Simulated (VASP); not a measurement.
# KF (Carobbiite) (Fm-3m) in VASP: a series of runs

Aim: see how the results for KF (Carobbiite) move with the level of theory and the settings. Levels: LDA, PBE, RPBE, revPBE. Tasks: relaxation of cell and atoms.

Everything below comes from runs of VASP 6.6.1. Logs are shortened: lines on timing, memory, paths and dates and some standing lists are left out, and cuts for length are marked.

### Step 1. The cell of the first run

Symmetry: Fm-3m, No. 225, cubic system. Conventional cell: a = 5.344 Å, b = 5.344 Å, c = 5.344 Å, α = 90.00°, β = 90.00°, γ = 90.00°. K (site symmetry m-3m) has 6 F at 2.67 Å within 3.5 Å. Within 3.5 Å of F (site symmetry m-3m) lie 6 K at 2.67 Å.

### Step 2. Relaxation of cell and atoms, LDA

Contents of INCAR:

```
PREC = Accurate
ENCUT = 600
EDIFF = 1E-7
ISMEAR = -1
SIGMA = 0.05
LREAL = False
LASPH = True
NELM = 100
ALGO = Normal
ISIF = 3
LWAVE = False
LCHARG = False
GGA = CA
IBRION = 2
NSW = 60
EDIFFG = -0.01
```

Contents of KPOINTS:

```
Automatic mesh
0
Gamma
  9 9 9
```

Contents of POSCAR:

```
KF
1.0
    0.0000000000      2.6718500000      2.6718500000
    2.6718500000      0.0000000000      2.6718500000
    2.6718500000      2.6718500000      0.0000000000
K F
1 1
Direct
    0.0000000000      0.0000000000      0.0000000000
    0.5000000000      0.5000000000      0.5000000000
```

Potentials or basis: VASP PAW LDA potentials, release 64 (K_sv, F).

Started as:

```sh
> cat potpaw_LDA.64/K_sv/POTCAR potpaw_LDA.64/F/POTCAR > POTCAR
> mpirun -np 1 vasp_std > vasp.out
```

OUTCAR:

```text
PREC = Accurate
   ENCUT = 600
   EDIFF = 1E-7
   ISMEAR = -1
   LREAL = False
   LASPH = True
   NELM = 100
   ISIF = 3
   GGA = CA
   IBRION = 2
   NSW = 60
   EDIFFG = -0.01

 ion  position               nearest neighbor table
   1  0.000  0.000  0.000-   2 2.67   2 2.67   2 2.67   2 2.67   2 2.67   2 2.67
   2  0.500  0.500  0.500-   1 2.67   1 2.67   1 2.67   1 2.67   1 2.67   1 2.67

  LATTYP: Found a face centered cubic cell.
 ALAT       =     5.3437000000

  Lattice vectors:

 A1 = (   0.0000000000,   2.6718500000,   2.6718500000)
 A2 = (   2.6718500000,   0.0000000000,   2.6718500000)
 A3 = (   2.6718500000,   2.6718500000,   0.0000000000)

Analysis of symmetry for initial positions (statically):
=====================================================================
 Subroutine PRICEL returns:
 Original cell was already a primitive cell.

 Routine SETGRP: Setting up the symmetry group for a
 face centered cubic supercell.

 Subroutine GETGRP returns: Found 48 space group operations
[... 9 lines left out ...]

 Routine SETGRP: Setting up the symmetry group for a
 face centered cubic supercell.

 Subroutine GETGRP returns: Found 48 space group operations
[... 11 lines left out ...]
                                     Primitive cell

  volume of cell :      38.1475

  direct lattice vectors                    reciprocal lattice vectors
     0.000000000  2.671850000  2.671850000    -0.187136254  0.187136254  0.187136254
     2.671850000  0.000000000  2.671850000     0.187136254 -0.187136254  0.187136254
     2.671850000  2.671850000  0.000000000     0.187136254  0.187136254 -0.187136254

  length of vectors
     3.778566507  3.778566507  3.778566507     0.324129500  0.324129500  0.324129500

  position of ions in fractional coordinates (direct lattice)
     0.000000000  0.000000000  0.000000000
     0.500000000  0.500000000  0.500000000

  ion indices of the primitive-cell ions
   primitive index   ion index
                 1           1
                 2           2

----------------------------------------------------------------------------------------

 KPOINTS: Automatic mesh

Automatic generation of k-mesh.
 Grid dimensions read from file:
 generate k-points for:    9    9    9
[... 72 lines left out ...]
   POTIM  = 0.5000    time-step for ionic-motion
   TEBEG  =    0.0;   TEEND  =   0.0 temperature during run
   PSTRESS=    0.0 pullay stress
   NELECT =      16.0000    total number of electrons
   NUPDOWN=      -1.0000    fix difference up-down
   EMIN   =  10.00;   EMAX   =-10.00  energy-range for DOS
   EFERMI =   0.00;   METHOD = LEGACY
   ISMEAR =    -1;   SIGMA  =   0.05  broadening in eV -4-tet -1-fermi 0-gaus
   EFERMI_NEDOS =   21; number of points for ismear=-14 and -15
   IALGO  =     38    algorithm
   IMIX   =      4    mixing-type and parameters
     AMIX     =   0.40;   BMIX     =  1.00
     AMIX_MAG =   1.60;   BMIX_MAG =  1.00
  volume/ion in A,a.u.               =      19.07       128.72
  Fermi-wavevector in a.u.,A,eV,Ry     =   1.225442  2.315750 20.431978  1.501708
  Thomas-Fermi vector in A             =   2.360480
   LORBIT       =      0    0 simple, 1 ext, 2 COOP (PROOUT), +10 PAW based schemes
   GGA     = CA    functional components
   LHFCALC =     F    Hartree Fock is set to
   AEXX    =    0.0000 exact exchange contribution
   IVDW    =     0    specifies the selected vdW correction
   LEPSILON=     F    determine dielectric tensor
   LRPA    =     F    only Hartree local field effects (RPA)
 conjugate gradient relaxation of ions
 non-spin polarized calculation
  energy-cutoff  :      600.00
  volume of cell :       38.15
 maximum number of plane-waves:      1299
 NGX is ok and might be reduce to    30
   NGX = 15   NGY = 15   NGZ = 15

--------------------------------------- Ionic step        1  -------------------------------------------

 number of electron      15.9999997 magnetization

 Free energy of the ion-electron system (eV)
  ---------------------------------------------------
  ext. energy  EPLUGINS =         0.00000000
  ---------------------------------------------------
  free energy    TOTEN  =        -9.03597797 eV

  energy without entropy =       -9.03597797  energy(sigma->0) =       -9.03597797

------------------------ aborting loop because EDIFF is reached ----------------------------------------

  FORCE on cell =-STRESS in cart. coord.  units (eV):
  Direction    XX          YY          ZZ          XY          YZ          ZX
  --------------------------------------------------------------------------------------
  -------------------------------------------------------------------------------------
  Total       -0.8186908     -0.8186908     -0.8186908      0.0000000      0.0000000      0.0000000
  in kB      -34.3846220    -34.3846220    -34.3846220      0.0000000      0.0000000      0.0000000
  external PRESSURE =     -34.3846220 kB  Pullay stress =       0.0000000 kB
[... 95 lines left out ...]
--------------------------------------- Ionic step        4  -------------------------------------------

 number of electron      16.0000002 magnetization

 Free energy of the ion-electron system (eV)
  ---------------------------------------------------
  ext. energy  EPLUGINS =         0.00000000
  ---------------------------------------------------
  free energy    TOTEN  =        -9.07958910 eV

  energy without entropy =       -9.07958910  energy(sigma->0) =       -9.07958910

 E-fermi :  -1.7426     XC(G=0):  -9.6012

 val. band max:       -2.9368893195   @ k =   0.0000   0.0000   0.0000
 cond. band min:       3.3991792719   @ k =   0.0000   0.0000   0.0000
 fundamental gap:      6.3360685914
 Fermi energy:        -1.7426253006

 k-point     1 :       0.0000    0.0000    0.0000
  band No.  band energies     occupation
      1     -28.3205      2.00000
      2     -21.2044      2.00000
      3     -11.6976      2.00000
      4     -11.6976      2.00000
      5     -11.6976      2.00000
      6      -2.9369      2.00000
      7      -2.9369      2.00000
      8      -2.9369      2.00000
      9       3.3992      0.00000
     10       7.8376      0.00000
     11       7.8376      0.00000
     12       7.8376      0.00000
[... 331 lines left out ...]
 k-point    24 :       0.4444    0.4444    0.0000
  band No.  band energies     occupation
      1     -28.1244      2.00000
      2     -21.2631      2.00000
      3     -12.4835      2.00000
      4     -12.0012      2.00000
      5     -12.0012      2.00000
      6      -3.1270      2.00000
      7      -2.9635      2.00000
      8      -2.9635      2.00000
      9       5.0681      0.00000
     10       7.5420      0.00000
     11       9.3763      0.00000
     12      11.1337      0.00000

 [... further k-points ...]
[... 5 lines left out ...]
  --------------------------------------------------------------------------------------
  -------------------------------------------------------------------------------------
  Total        0.0022334      0.0022334      0.0022334      0.0000000      0.0000000     -0.0000000
  in kB        0.1037607      0.1037607      0.1037607      0.0000000      0.0000000     -0.0000000
  external PRESSURE =       0.1037607 kB  Pullay stress =       0.0000000 kB
[... 17 lines left out ...]
  FREE ENERGIE OF THE ION-ELECTRON SYSTEM (eV)
  ---------------------------------------------------
  free  energy   TOTEN  =        -9.0795891005 eV

  energy  without entropy=       -9.0795891005  energy(sigma->0) =       -9.07958910

 reached required accuracy - stopping structural energy minimisation
```

Run time: 24 s. Hardware: 1 thread of Intel Xeon 6975P-C (Granite Rapids), shared host; peak memory 0.17 GiB.

Results:

* Free energy: -9.0796 eV
* Relaxed volume: 17.24 Å³/atom
* Relaxed cell: a = 3.654 Å, b = 3.654 Å, c = 3.654 Å, α = 60.00°, β = 60.00°, γ = 60.00°
* Space group after relaxing (to 0.05 Å): Fm-3m (No. 225)
* Energy gained by relaxing: 21.8 meV/atom
* Ionic steps: 4
* Pressure after relaxing: 0.0 GPa
* Band gap on the k mesh: 6.34 eV, direct

The path:
```
step  energy change (eV)  largest force (eV/Å)  pressure (GPa)  volume (Å³)
   1              0.0000                0.0000           -3.44        38.15
   2             -0.0360                0.0000           -1.64        35.93
   3             -0.0436                0.0000           -0.13        34.60
   4             -0.0436                0.0000            0.01        34.49
```

Final structure:
```
CELL_PARAMETERS angstrom
0.00000 2.58347 2.58347
2.58347 0.00000 2.58347
2.58347 2.58347 0.00000
ATOMIC_POSITIONS crystal
K 0.00000 0.00000 0.00000
F 0.50000 0.50000 0.50000
```

### Step 3. Relaxation of cell and atoms, PBE

Contents of INCAR:

```
  PREC = Accurate
  ENCUT = 600
  EDIFF = 1E-6
  ISMEAR = -1
  SIGMA = 0.05
  LREAL = F
  LASPH = T
  NELM = 80
  ALGO = Normal
  ISIF = 3
  LWAVE = F
  LCHARG = F
  GGA = PE
  IBRION = 2
  NSW = 60
  EDIFFG = -0.01
```

KPOINTS is that of step 2.

POSCAR is that of step 2.

Potentials or basis: VASP PAW PBE potentials, release 64 (K_sv, F).

Started as:

```sh
> cat potpaw_PBE.64/K_sv/POTCAR potpaw_PBE.64/F/POTCAR > POTCAR
> mpirun -np 1 vasp_std > vasp.out
```

Run time: 25 s. Hardware: 1 thread of Intel Xeon 6975P-C (Granite Rapids), shared host; peak memory 0.18 GiB.

It converged, with:

| Quantity | Value |
| --- | --- |
| Free energy | -8.2989 eV |
| Relaxed volume | 19.92 Å³/atom |
| Relaxed cell | a = 3.833 Å, b = 3.833 Å, c = 3.833 Å, α = 60.00°, β = 60.00°, γ = 60.00° |
| Space group after relaxing (to 0.05 Å) | Fm-3m (No. 225) |
| Energy gained by relaxing | 3.5 meV/atom |
| Ionic steps | 4 |
| Pressure after relaxing | 0.0 GPa |
| Band gap on the k mesh | 5.95 eV, direct |

Step by step:
```tsv
step	energy change (eV)	largest force (eV/Å)	pressure (GPa)	volume (Å³)
1	0.0000	0.0000	1.41	38.15
2	-0.0057	0.0000	0.58	39.08
3	-0.0069	0.0000	-0.12	39.99
4	-0.0070	0.0000	0.00	39.84
```

Final structure:
```yaml
crystal:
  lattice:
    - [0.00000, 2.71068, 2.71068]
    - [2.71068, 0.00000, 2.71068]
    - [2.71068, 2.71068, 0.00000]
  atoms:
    - { symbol: K, position: [0.00000, 0.00000, 0.00000] }
    - { symbol: F, position: [0.50000, 0.50000, 0.50000] }
```

Levels at points of the mesh, in eV from the valence-band top:
```csv
k point,band 5,band 6,band 7,band 8,band 9,band 10,band 11,band 12
"(0.00, 0.00, 0.00)",-9.54,0.00,0.00,0.00,5.95,10.56,10.56,10.56
```

### Step 4. Relaxation of cell and atoms, RPBE

Contents of INCAR:

```
PREC = Accurate
ENCUT = 600
EDIFF = 1E-7
ISMEAR = -1
SIGMA = 0.05
LREAL = False
LASPH = True
NELM = 60
ALGO = Normal
ISIF = 3
LWAVE = False
LCHARG = False
GGA = RP
IBRION = 2
NSW = 60
EDIFFG = -0.01
```

KPOINTS is that of step 3.

POSCAR is that of step 3.

Potentials or basis: VASP PAW PBE potentials, release 64 (K_sv, F).

Started as:

```sh
> cat potpaw_PBE.64/K_sv/POTCAR potpaw_PBE.64/F/POTCAR > POTCAR
> mpirun -np 1 vasp_std > vasp.out
```

OUTCAR:

```text
PREC = Accurate
   ENCUT = 600
   EDIFF = 1E-7
   ISMEAR = -1
   LREAL = False
   LASPH = True
   NELM = 60
   ISIF = 3
   GGA = RP
   IBRION = 2
   NSW = 60
   EDIFFG = -0.01

 ion  position               nearest neighbor table
   1  0.000  0.000  0.000-   2 2.67   2 2.67   2 2.67   2 2.67   2 2.67   2 2.67
   2  0.500  0.500  0.500-   1 2.67   1 2.67   1 2.67   1 2.67   1 2.67   1 2.67

  LATTYP: Found a face centered cubic cell.
 ALAT       =     5.3437000000

  Lattice vectors:

 A1 = (   0.0000000000,   2.6718500000,   2.6718500000)
 A2 = (   2.6718500000,   0.0000000000,   2.6718500000)
 A3 = (   2.6718500000,   2.6718500000,   0.0000000000)

Analysis of symmetry for initial positions (statically):
=====================================================================
 Subroutine PRICEL returns:
 Original cell was already a primitive cell.
[... 303 lines left out ...]
      6      -2.8889      2.00000
      7      -2.8889      2.00000
      8      -2.8889      2.00000
      9       2.9364      0.00000
     10       7.4972      0.00000
     11       7.4972      0.00000
     12       7.4972      0.00000
[... 331 lines left out ...]
 k-point    24 :       0.4444    0.4444    0.0000
  band No.  band energies     occupation
      1     -29.5565      2.00000
      2     -21.5990      2.00000
      3     -13.2246      2.00000
      4     -13.0277      2.00000
      5     -13.0277      2.00000
      6      -3.1552      2.00000
      7      -2.9621      2.00000
      8      -2.9621      2.00000
      9       5.4149      0.00000
     10       6.6232      0.00000
     11       8.3185      0.00000
     12       9.9608      0.00000

 [... further k-points ...]

------------------------ aborting loop because EDIFF is reached ----------------------------------------

  FORCE on cell =-STRESS in cart. coord.  units (eV):
  Direction    XX          YY          ZZ          XY          YZ          ZX
  --------------------------------------------------------------------------------------
  -------------------------------------------------------------------------------------
  Total       -0.0105816     -0.0105816     -0.0105816     -0.0000000      0.0000000      0.0000000
  in kB       -0.3890242     -0.3890242     -0.3890242     -0.0000000      0.0000000      0.0000000
  external PRESSURE =      -0.3890242 kB  Pullay stress =       0.0000000 kB
[... 17 lines left out ...]
  FREE ENERGIE OF THE ION-ELECTRON SYSTEM (eV)
  ---------------------------------------------------
  free  energy   TOTEN  =        -7.9181247035 eV

  energy  without entropy=       -7.9181247035  energy(sigma->0) =       -7.91812470

 reached required accuracy - stopping structural energy minimisation
```

CONTCAR:

```text
KF
   1.00000000000000
     0.0000000000000000    2.7930929897913228    2.7930929897913228
     2.7930929897913228    0.0000000000000000    2.7930929897913228
     2.7930929897913228    2.7930929897913228   -0.0000000000000000
  K               F
     1     1
Direct
     0.0000000000000000    0.0000000000000000    0.0000000000000000
     0.5000000000000000    0.5000000000000000    0.5000000000000000

  0.00000000E+00  0.00000000E+00  0.00000000E+00
  0.00000000E+00  0.00000000E+00  0.00000000E+00
```

It took 31 s on 1 thread of Intel Xeon 6975P-C (Granite Rapids), shared host; peak memory 0.18 GiB.

Results:

- Free energy: -7.9181 eV
- Relaxed volume: 21.79 Å³/atom
- Relaxed cell: a = 3.950 Å, b = 3.950 Å, c = 3.950 Å, α = 60.00°, β = 60.00°, γ = 60.00°
- Space group after relaxing (to 0.05 Å): Fm-3m (No. 225)
- Energy gained by relaxing: 30.0 meV/atom
- Ionic steps: 4
- Pressure after relaxing: 0.0 GPa
- Band gap on the k mesh: 5.83 eV, direct

Step by step:
```tsv
step	energy change (eV)	largest force (eV/Å)	pressure (GPa)	volume (Å³)
1	0.0000	0.0000	4.06	38.15
2	-0.0474	0.0000	1.64	40.88
3	-0.0585	0.0000	-0.49	44.48
4	-0.0600	0.0000	-0.04	43.58
```

Final structure:
```cif
data_structure
_symmetry_space_group_name_H-M 'P 1'
_symmetry_Int_Tables_number 1
_cell_length_a 3.9500
_cell_length_b 3.9500
_cell_length_c 3.9500
_cell_angle_alpha 60.000
_cell_angle_beta 60.000
_cell_angle_gamma 60.000
_cell_volume 43.58
loop_
_atom_site_label
_atom_site_type_symbol
_atom_site_fract_x
_atom_site_fract_y
_atom_site_fract_z
_atom_site_occupancy
K1 K 0.00000 0.00000 0.00000 1
F1 F 0.50000 0.50000 0.50000 1
```

Caveat: the PAW data sets were made with another functional, which shifts forces and pressure a little; the volume moved by +14 % from the deposited cell, more than functionals usually miss. A k mesh can miss the band edges.

### Step 5. Relaxation of cell and atoms, revPBE

Contents of INCAR:

```
ALGO     = Normal         # electronic algorithm
EDIFF    = 1E-6           # SCF threshold, eV
EDIFFG   = -0.01          # ionic threshold
ENCUT    = 600            # plane-wave cutoff, eV
GGA      = RE             # functional
IBRION   = 2              # ionic algorithm
ISIF     = 3              # what is computed and relaxed
ISMEAR   = -1             # smearing method
LASPH    = True           # aspherical terms in the spheres
LCHARG   = False          # write CHGCAR
LREAL    = False          # projectors in reciprocal space
LWAVE    = False          # write WAVECAR
NELM     = 100            # most SCF steps
NSW      = 60             # ionic steps
PREC     = Accurate       # precision mode
SIGMA    = 0.05           # smearing width, eV
```

Contents of KPOINTS:

```
k-points
0
Gamma
  9 9 9
```

POSCAR is that of step 4.

Started as:

```sh
> cat potpaw_PBE.64/K_sv/POTCAR potpaw_PBE.64/F/POTCAR > POTCAR
> mpirun -np 1 vasp_std > vasp.out
```

Run time: 27 s. Hardware: 1 thread of Intel Xeon 6975P-C (Granite Rapids), shared host; peak memory 0.18 GiB.

Results (log left out):

```yaml
Free_energy: -7.9183 eV
Relaxed_volume: 21.44 Å³/atom
Relaxed_cell: a = 3.929 Å, b = 3.929 Å, c = 3.929 Å, α = 60.00°, β = 60.00°, γ = 60.00°
Space_group_after_relaxing_to_0.05_Å: Fm-3m (No. 225)
Energy_gained_by_relaxing: 23.2 meV/atom
Ionic_steps: 4
Pressure_after_relaxing: 0.0 GPa
Band_gap_on_the_k_mesh: 5.90 eV, direct
```

The path:
```csv
step,energy change (eV),largest force (eV/Å),pressure (GPa),volume (Å³)
1,0.0000,0.0000,3.53,38.15
2,-0.0362,0.0000,1.47,40.51
3,-0.0458,0.0000,-0.29,43.40
4,-0.0463,0.0000,-0.02,42.88
```

Final structure:
```xyz
2
Lattice="0.0000 2.7781 2.7781 2.7781 0.0000 2.7781 2.7781 2.7781 0.0000" Properties=species:S:1:pos:R:3 pbc="T T T"
K     0.0000    0.0000    0.0000
F     2.7781    2.7781    2.7781
```

Levels at points of the mesh, in eV from the valence-band top:
```tsv
k point	band 4	band 5	band 6	band 7	band 8	band 9	band 10	band 11	band 12
(0.00, 0.00, 0.00)	-9.93	-9.93	0.00	0.00	0.00	5.90	10.44	10.44	10.44
```

Caveat: the PAW data sets were made with another functional, which shifts forces and pressure a little; the volume moved by +12 % from the deposited cell, more than functionals usually miss. A k mesh can miss the band edges.

### Step 6. Summary

| level | potentials or basis | gap on the mesh (eV) | pressure (GPa) | relaxed volume (Å³/atom) |
| --- | --- | --- | --- | --- |
| LDA | VASP PAW LDA potentials, release 64 (K_sv, F) | 6.34 | 0.0 | 17.24 |
| PBE | VASP PAW PBE potentials, release 64 (K_sv, F) | 5.95 | 0.0 | 19.92 |
| RPBE | VASP PAW PBE potentials, release 64 (K_sv, F) | 5.83 | 0.0 | 21.79 |
| revPBE | VASP PAW PBE potentials, release 64 (K_sv, F) | 5.90 | 0.0 | 21.44 |

Alike in all rows: task relaxation of cell and atoms; no spin polarisation; cell relaxed; k mesh 9 × 9 × 9; cutoff (eV) 600; smearing fermi-dirac 0.05 eV.

Caveats: the PAW data sets were made with another functional, which shifts forces and pressure a little (some runs); the volume moved by +14 % from the deposited cell, more than functionals usually miss (some runs); the volume moved by +12 % from the deposited cell, more than functionals usually miss (some runs).

Absolute energies hang on the potentials; compare differences alone.
